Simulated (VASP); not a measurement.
# Co (P6_3/mmc) in VASP: a series of runs

The runs below take Co through single point, with PBE.

All numbers are computed with VASP 6.6.1; they aren't measurements. Logs are shortened: lines on timing, memory, paths and dates and some standing lists are left out, and cuts for length are marked.

**1. The cell of the first run**

It takes space group P6_3/mmc (No. 194, hexagonal). Conventional cell: a = 2.494 Å, b = 2.494 Å, c = 4.028 Å, α = 90.00°, β = 90.00°, γ = 120.00°. Co (site symmetry -6m2) has 12 Co at 2.48 to 2.49 Å within 3.3 Å.

**2. Single point, PBE, collinear spin, ferromagnetic start**

Contents of INCAR:

```
  ALGO = Normal
  EDIFF = 1E-6
  ENCUT = 520
  GGA = PE
  ISIF = 2
  ISMEAR = -1
  ISPIN = 2
  LASPH = T
  LCHARG = F
  LMAXMIX = 4
  LORBIT = 11
  LREAL = F
  LWAVE = F
  MAGMOM = 1.69 1.69
  NBANDS = 20
  NELM = 150
  PREC = Accurate
  SIGMA = 0.05
```

Contents of KPOINTS:

```
k-points
0
Gamma
  2 2 1
```

Contents of POSCAR:

```
Co
1.0
    2.4935221926      0.0000000000      0.0000000000
   -1.2467610963      2.1594535637      0.0000000000
    0.0000000000      0.0000000000      4.0277844638
Co
2
Direct
    0.3333333333      0.6666666667      0.2500000000
    0.6666666667      0.3333333333      0.7500000000
```

Potentials or basis: VASP PAW PBE potentials, release 64 (Co).

Started as:

```bash
cat potpaw_PBE.64/Co/POTCAR > POTCAR
mpirun -np 1 vasp_std > vasp.out
```

OUTCAR:

```text
EDIFF = 1E-6
   ENCUT = 520
   GGA = PE
   ISIF = 2
   ISMEAR = -1
   ISPIN = 2
   LASPH = T
   LORBIT = 11
   LREAL = F
   NELM = 150
   PREC = Accurate

 ion  position               nearest neighbor table
   1  0.333  0.667  0.250-   2 2.48   2 2.48   2 2.48   2 2.48   2 2.48   2 2.48
   2  0.667  0.333  0.750-   1 2.48   1 2.48   1 2.48   1 2.48   1 2.48   1 2.48

  LATTYP: Found a hexagonal cell.
 ALAT       =     2.4935221926
 C/A-ratio  =     1.6152992244

  Lattice vectors:

 A1 = (   2.4935221926,   0.0000000000,   0.0000000000)
 A2 = (  -1.2467610963,   2.1594535637,   0.0000000000)
 A3 = (   0.0000000000,   0.0000000000,   4.0277844638)

Analysis of symmetry for initial positions (statically):
=====================================================================
 Subroutine PRICEL returns:
 Original cell was already a primitive cell.

 Routine SETGRP: Setting up the symmetry group for a
 hexagonal supercell.

 Subroutine GETGRP returns: Found 24 space group operations
 (whereof 12 operations were pure point group operations)
 out of a pool of 24 trial point group operations.

The static configuration has the point symmetry D_3d.
 The point group associated with its full space group is D_6h.

Analysis of symmetry for dynamics (positions and initial velocities):
=====================================================================
 Subroutine PRICEL returns:
 Original cell was already a primitive cell.

 Routine SETGRP: Setting up the symmetry group for a
 hexagonal supercell.

 Subroutine GETGRP returns: Found 24 space group operations
 (whereof 12 operations were pure point group operations)
 out of a pool of 24 trial point group operations.

The dynamic configuration has the point symmetry D_3d.
 The point group associated with its full space group is D_6h.

Analysis of structural, dynamic, and magnetic symmetry:
=====================================================================
 Subroutine PRICEL returns:
 Original cell was already a primitive cell.

 Routine SETGRP: Setting up the symmetry group for a
 hexagonal supercell.

 Subroutine GETGRP returns: Found 24 space group operations
 (whereof 12 operations were pure point group operations)
 out of a pool of 24 trial point group operations.

The overall configuration has the point symmetry D_3d.
 The point group associated with its full space group is D_6h.

 Subroutine INISYM returns: Found 24 space group operations
 (whereof 12 operations are pure point group operations),
 and found     1 'primitive' translations

----------------------------------------------------------------------------------------

                                     Primitive cell

  volume of cell :      21.6882

  direct lattice vectors                    reciprocal lattice vectors
     2.493522193  0.000000000  0.000000000     0.401039142  0.231540056  0.000000000
    -1.246761096  2.159453564  0.000000000     0.000000000  0.463080113  0.000000000
     0.000000000  0.000000000  4.027784464     0.000000000  0.000000000  0.248275450

  length of vectors
     2.493522193  2.493522193  4.027784464     0.463080113  0.463080113  0.248275450

  position of ions in fractional coordinates (direct lattice)
     0.333333333  0.666666667  0.250000000
     0.666666667  0.333333333  0.750000000

  ion indices of the primitive-cell ions
   primitive index   ion index
                 1           1
                 2           2

----------------------------------------------------------------------------------------

 KPOINTS: k-points

Automatic generation of k-mesh.
 Grid dimensions read from file:
 generate k-points for:    2    2    1

 Generating k-lattice:

  Cartesian coordinates                     Fractional coordinates (reciprocal lattice)
     0.200519571  0.115770028  0.000000000     0.500000000  0.000000000  0.000000000
     0.000000000  0.231540056  0.000000000     0.000000000  0.500000000  0.000000000
     0.000000000  0.000000000  0.248275450     0.000000000  0.000000000  1.000000000

  Length of vectors
     0.231540056  0.231540056  0.248275450

  Shift w.r.t. Gamma in fractional coordinates (k-lattice)
     0.000000000  0.000000000  0.000000000

 Subroutine IBZKPT returns following result:
 ===========================================

 Found      2 irreducible k-points:

 Following reciprocal coordinates:
            Coordinates               Weight
  0.000000  0.000000  0.000000      1.000000
  0.500000  0.000000  0.000000      3.000000
   k-points           NKPTS =      2   k-points in BZ     NKDIM =      2   number of bands    NBANDS=     20
   number of dos      NEDOS =    301   number of ions     NIONS =      2
   total plane-waves  NPLWV =  12000
   dimension x,y,z NGX =    20 NGY =   20 NGZ =   30
   dimension x,y,z NGXF=    40 NGYF=   40 NGZF=   60
   ions per type =               2
   NGX,Y,Z   is equivalent  to a cutoff of  13.33, 13.33, 12.38 a.u.
   NGXF,Y,Z  is equivalent  to a cutoff of  26.67, 26.67, 24.76 a.u.
 SYSTEM =  unknown system
   PREC   = accura    normal or accurate (medium, high low for compatibility)
   ISTART =      0    job   : 0-new  1-cont  2-samecut
   ICHARG =      2    charge: 1-file 2-atom 10-const
   ISPIN  =      2    spin polarized calculation?
   LNONCOLLINEAR =      F non collinear calculations
   LSORBIT =      F    spin-orbit coupling
   LASPH  =      T    aspherical Exc in radial PAW
   ENCUT  =  520.0 eV  38.22 Ry    6.18 a.u.   4.64  4.64  7.49*2*pi/ulx,y,z
   NELM   =    150;   NELMIN=  2; NELMDL= -5     # of ELM steps
   EDIFF  = 0.1E-05   stopping-criterion for ELM
   LREAL  =      F    real-space projection
   EDIFFG = 0.1E-04   stopping-criterion for IOM
   NSW    =      0    number of steps for IOM
   IBRION =     -1    ionic relax: 0-MD 1-quasi-New 2-CG
   NFREE  =      0    steps in history (QN), initial steepest desc. (CG)
   ISIF   =      2    stress and relaxation
   ISYM   =      2    0-nonsym 1-usesym 2-fastsym
   POTIM  = 0.5000    time-step for ionic-motion
   TEBEG  =    0.0;   TEEND  =   0.0 temperature during run
   PSTRESS=    0.0 pullay stress
   NELECT =      18.0000    total number of electrons
   NUPDOWN=      -1.0000    fix difference up-down
   EMIN   =  10.00;   EMAX   =-10.00  energy-range for DOS
   EFERMI =   0.00;   METHOD = LEGACY
   ISMEAR =    -1;   SIGMA  =   0.05  broadening in eV -4-tet -1-fermi 0-gaus
   EFERMI_NEDOS =   21; number of points for ismear=-14 and -15
   IALGO  =     38    algorithm
   IMIX   =      4    mixing-type and parameters
     AMIX     =   0.40;   BMIX     =  1.00
     AMIX_MAG =   1.60;   BMIX_MAG =  1.00
  volume/ion in A,a.u.               =      10.84        73.18
  Fermi-wavevector in a.u.,A,eV,Ry     =   1.538478  2.907301 32.203818  2.366914
  Thomas-Fermi vector in A             =   2.644841
   LORBIT       =     11    0 simple, 1 ext, 2 COOP (PROOUT), +10 PAW based schemes
   GGA     = PE    functional components
   LHFCALC =     F    Hartree Fock is set to
   AEXX    =    0.0000 exact exchange contribution
   IVDW    =     0    specifies the selected vdW correction
   LEPSILON=     F    determine dielectric tensor
   LRPA    =     F    only Hartree local field effects (RPA)
 spin polarized calculation
  energy-cutoff  :      520.00
  volume of cell :       21.69
 maximum number of plane-waves:       584
 NGX is ok and might be reduce to    20
   NGX =  9   NGY =  9   NGZ = 15

 number of electron      17.9999997 magnetization       2.5239743

 Free energy of the ion-electron system (eV)
  ---------------------------------------------------
  ext. energy  EPLUGINS =         0.00000000
  ---------------------------------------------------
  free energy    TOTEN  =       -13.42357768 eV

  energy without entropy =      -13.41821955  energy(sigma->0) =      -13.42089862

 E-fermi :  10.4220     XC(G=0): -13.3795

 val. band max:       10.2370115490   @ k =   0.0000   0.0000   0.0000
 cond. band min:      10.5703455408   @ k =   0.0000   0.0000   0.0000
 fundamental gap:      0.3333339918
 Fermi energy:        10.4219510150

 spin component 1

 k-point     1 :       0.0000    0.0000    0.0000
  band No.  band energies     occupation
      1       1.5366      1.00000
      2       5.4400      1.00000
      3       7.7290      1.00000
      4       7.7290      1.00000
      5       8.0390      1.00000
      6       8.0390      1.00000
[... 12 lines left out ...]
     19      36.3466      0.00000
     20      36.3466      0.00000

 k-point     2 :       0.5000    0.0000    0.0000
  band No.  band energies     occupation
      1       5.6294      1.00000
      2       5.6547      1.00000
      3       6.1164      1.00000
      4       7.8220      1.00000
      5       8.0609      1.00000
      6       8.1134      1.00000
[... 12 lines left out ...]
     19      33.0647      0.00000
     20      35.2011      0.00000
 Fermi energy:        10.4219510150

 spin component 2

 k-point     1 :       0.0000    0.0000    0.0000
  band No.  band energies     occupation
      1       1.1864      1.00000
      2       5.8989      1.00000
      3       9.1789      1.00000
      4       9.3159      1.00000
      5       9.3159      1.00000
      6       9.6909      1.00000
[... 12 lines left out ...]
     19      36.2979      0.00000
     20      36.2979      0.00000

 k-point     2 :       0.5000    0.0000    0.0000
  band No.  band energies     occupation
      1       6.3227      1.00000
      2       6.6315      1.00000
      3       7.0753      1.00000
      4       8.2727      1.00000
      5       9.2730      1.00000
      6       9.3372      1.00000
[... 12 lines left out ...]
     19      32.6403      0.00000
     20      35.3314      0.00000

------------------------ aborting loop because EDIFF is reached ----------------------------------------

  FORCE on cell =-STRESS in cart. coord.  units (eV):
  Direction    XX          YY          ZZ          XY          YZ          ZX
  --------------------------------------------------------------------------------------
  -------------------------------------------------------------------------------------
  Total        0.3454393      0.3454393     -1.4059073      0.0000000      0.0000000      0.0000000
  in kB       25.5187280     25.5187280   -103.8589545      0.0000000      0.0000000      0.0000000
  external PRESSURE =     -17.6071661 kB  Pullay stress =       0.0000000 kB

 VOLUME and BASIS-vectors are now :
 -----------------------------------------------------------------------------
  energy-cutoff  :      520.00
  volume of cell :       21.69
      direct lattice vectors                 reciprocal lattice vectors
     2.493522193  0.000000000  0.000000000     0.401039142  0.231540056  0.000000000
    -1.246761096  2.159453564  0.000000000     0.000000000  0.463080113  0.000000000
     0.000000000  0.000000000  4.027784464     0.000000000  0.000000000  0.248275450

 POSITION                                       TOTAL-FORCE (eV/Angst)
 -----------------------------------------------------------------------------------
     -0.00000      1.43964      1.00695         0.000000     -0.000000      0.000000
      1.24676      0.71982      3.02084        -0.000000      0.000000      0.000000
 -----------------------------------------------------------------------------------
    total drift:                               -0.000000      0.000000     -0.000000

  FREE ENERGIE OF THE ION-ELECTRON SYSTEM (eV)
  ---------------------------------------------------
  free  energy   TOTEN  =       -13.4235776842 eV

  energy  without entropy=      -13.4182195500  energy(sigma->0) =      -13.42089862

 total charge

# of ion       s       p       d       tot
------------------------------------------
    1        0.436   0.517   7.347   8.301
    2        0.436   0.517   7.347   8.301
--------------------------------------------------
tot          0.873   1.034  14.695  16.602

 magnetization (x)

# of ion       s       p       d       tot
------------------------------------------
    1       -0.029  -0.144   1.511   1.339
    2       -0.029  -0.144   1.511   1.339
--------------------------------------------------
tot         -0.058  -0.287   3.023   2.677
```

Run time: 4.6 s. Hardware: 1 thread of Intel Xeon 6975P-C (Granite Rapids), shared host; peak memory 0.13 GiB.

What came out:

```yaml
Free_energy: -13.4236 eV
Pressure: -1.8 GPa
Net_moment: 2.52 μB per cell
Site_moments: Co +1.34 μB
Valence_electrons_inside_the_program's_atomic_spheres: Co 8.30
```

Levels at points of the mesh, in eV from the Fermi level:
Spin up:
```
           k point  band 8  band 9  band 10  band 11  band 12  band 13
(0.00, 0.00, 0.00)   -1.78   -1.78    -0.68    -0.68     0.15     6.49
(0.50, 0.00, 0.00)   -0.80   -0.65    -0.45     1.42     3.36     9.92
```
Spin down:
| k point | band 6 | band 7 | band 8 | band 9 | band 10 | band 11 |
| --- | --- | --- | --- | --- | --- | --- |
| (0.00, 0.00, 0.00) | -0.73 | -0.73 | -0.42 | -0.18 | -0.18 | 1.05 |
| (0.50, 0.00, 0.00) | -1.08 | -0.85 | 1.07 | 1.24 | 1.32 | 2.28 |

Caveat: the k points lie up to 1.56 Å⁻¹ apart.

**3. Single point, PBE, collinear spin, ferromagnetic start**

Contents of INCAR:

```
SYSTEM = Co
ALGO     = Normal         ! electronic algorithm
EDIFF    = 1E-6           ! SCF threshold, eV
ENCUT    = 520            ! plane-wave cutoff, eV
GGA      = PE             ! functional
ISIF     = 2              ! what is computed and relaxed
ISMEAR   = -1             ! smearing method
ISPIN    = 2              ! spin polarisation
LASPH    = .True.         ! aspherical terms in the spheres
LCHARG   = .False.        ! write CHGCAR
LMAXMIX  = 4              ! l up to which the mixer works
LORBIT   = 11             ! projections on sites
LREAL    = .False.        ! projectors in reciprocal space
LWAVE    = .False.        ! write WAVECAR
MAGMOM   = 1.69 1.69      ! initial moments
NBANDS   = 20             ! bands
NELM     = 150            ! most SCF steps
PREC     = Accurate       ! precision mode
SIGMA    = 0.05           ! smearing width, eV
```

Contents of KPOINTS:

```
k-points
0
Gamma
  4 4 2
  0 0 0
```

POSCAR is that of step 2.

Potentials or basis: VASP PAW PBE potentials, release 64 (Co).

Started as:

```bash
cat potpaw_PBE.64/Co/POTCAR > POTCAR
mpirun -np 1 vasp_std > vasp.out
```

It took 5.7 s on 1 thread of Intel Xeon 6975P-C (Granite Rapids), shared host; peak memory 0.13 GiB.

The run converged. Its results:

```
Free energy                                           : -14.0430 eV
Pressure                                              : 1.2 GPa
Net moment                                            : 3.37 μB per cell
Site moments                                          : Co +1.69 μB
Valence electrons inside the program's atomic spheres : Co 8.28
```

Stress tensor (GPa, compression positive):
```
-0.33  0.00  0.00
 0.00 -0.33  0.00
 0.00  0.00  4.12
```

Levels at points of the mesh, in eV from the Fermi level:
Spin up:
```csv
k point,band 8,band 9,band 10,band 11,band 12,band 13
"(0.00, 0.00, 0.00)",-1.86,-1.86,-0.75,-0.75,-0.11,6.35
"(0.50, 0.00, 0.00)",-0.68,-0.53,-0.52,1.29,3.30,9.68
"(0.00, 0.00, 0.50)",-2.64,-1.07,-1.07,-1.07,-1.07,15.02
"(0.50, 0.00, 0.50)",-1.06,-0.59,-0.59,1.57,1.57,7.26
```
Spin down:
```csv
k point,band 5,band 6,band 7,band 8,band 9,band 10
"(0.00, 0.00, 0.00)",-0.82,-0.54,-0.54,-0.10,-0.10,-0.08
"(0.50, 0.00, 0.00)",-1.05,-0.96,-0.48,1.24,1.39,1.40
"(0.00, 0.00, 0.50)",-0.97,-0.97,-0.97,-0.97,0.78,0.78
"(0.50, 0.00, 0.50)",0.01,0.01,0.35,0.35,1.34,1.34
```

Caveat: the k points lie up to 0.78 Å⁻¹ apart.
